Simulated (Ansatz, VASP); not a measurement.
MgO: VASP beside Ansatz

POSCAR

```
MgO
1.0
    0.0000000000      2.1021086852      2.1021086852
    2.1021086852      0.0000000000      2.1021086852
    2.1021086852      2.1021086852      0.0000000000
Mg O
1 1
Direct
    0.0000000000      0.0000000000      0.0000000000
    0.5000000000      0.5000000000      0.5000000000
```

Contents of INCAR.step1:

```
SYSTEM = MgO
ALGO     = Normal         ! electronic algorithm
EDIFF    = 1E-5           ! SCF threshold, eV
ENCUT    = 750            ! plane-wave cutoff, eV
GGA      = PE             ! functional
GGA_COMPAT= .FALSE.      
ISMEAR   = 0              ! smearing method
LASPH    = .TRUE.         ! aspherical terms in the spheres
LCHARG   = .FALSE.        ! write CHGCAR
LREAL    = .FALSE.        ! projectors in reciprocal space
LWAVE    = .TRUE.         ! write WAVECAR
NBANDS   = 15             ! bands
NELM     = 120            ! most SCF steps
PREC     = Accurate       ! precision mode
SIGMA    = 0.02           ! smearing width, eV
```

The input INCAR.step2:

```
SYSTEM = MgO
ALGO     = Normal         ! electronic algorithm
EDIFF    = 1E-6           ! SCF threshold, eV
ENCUT    = 750            ! plane-wave cutoff, eV
GGA_COMPAT= .FALSE.      
ISIF     = 2              ! what is computed and relaxed
ISMEAR   = 0              ! smearing method
ISTART   = 1            
LASPH    = .TRUE.         ! aspherical terms in the spheres
LCHARG   = .FALSE.        ! write CHGCAR
LMIXTAU  = .TRUE.       
LREAL    = .FALSE.        ! projectors in reciprocal space
LWAVE    = .FALSE.        ! write WAVECAR
METAGGA  = R2SCAN         ! meta-GGA
NBANDS   = 15             ! bands
NELM     = 120            ! most SCF steps
PREC     = Accurate       ! precision mode
SIGMA    = 0.02           ! smearing width, eV
```

The input KPOINTS:

```
k-points
0
G
  10 10 10
  0 0 0
```

Input for Ansatz:

```yaml
crystal:
  lattice:
    - [0.0, 2.102108666, 2.102108666]
    - [2.102108666, 0.0, 2.102108666]
    - [2.102108666, 2.102108666, 0.0]
  atoms:
    - { symbol: Mg, position: [0.0, 0.0, 0.0] }
    - { symbol: O, position: [0.5, 0.5, 0.5] }
basis:
  ecutwfc: 500
kpoints:
  mp_grid: { grid: [10, 10, 10] }
  band_path: { path: [VBM, CBM], npoints: 2 }
hamiltonian:
  xc: r2scan
scf:
  occupations: { method: gaussian, width: 0.02 }
output:
  forces: true
  stress: true
  eigenvalues: true
```

Alike in both runs: task single point; functional r2SCAN; k mesh 10 × 10 × 10; occupations gaussian, width 0.02 eV; no spin polarisation.

```csv
,VASP,Ansatz
version,VASP 6.6.1,Ansatz 0.2.0
potentials or method,"VASP PAW PBE potentials, release 64 (Mg_sv, O), cutoff 750 eV","scalar-relativistic, plane waves, PAW"
valence electrons in the cell,16,16
```

Ansatz gave:

| Item | Value |
| --- | --- |
| gap on the k mesh at the Fermi level (eV) | 5.69 |
| least direct gap on the mesh (eV) | 5.69 |
| pressure (GPa) | 0.0 |

What did VASP give for the same quantities?

gap on the k mesh at the Fermi level (eV): 5.70; least direct gap on the mesh (eV): 5.70; pressure (GPa): 0.0.

VASP's potentials were made for PBE, not for r2SCAN.
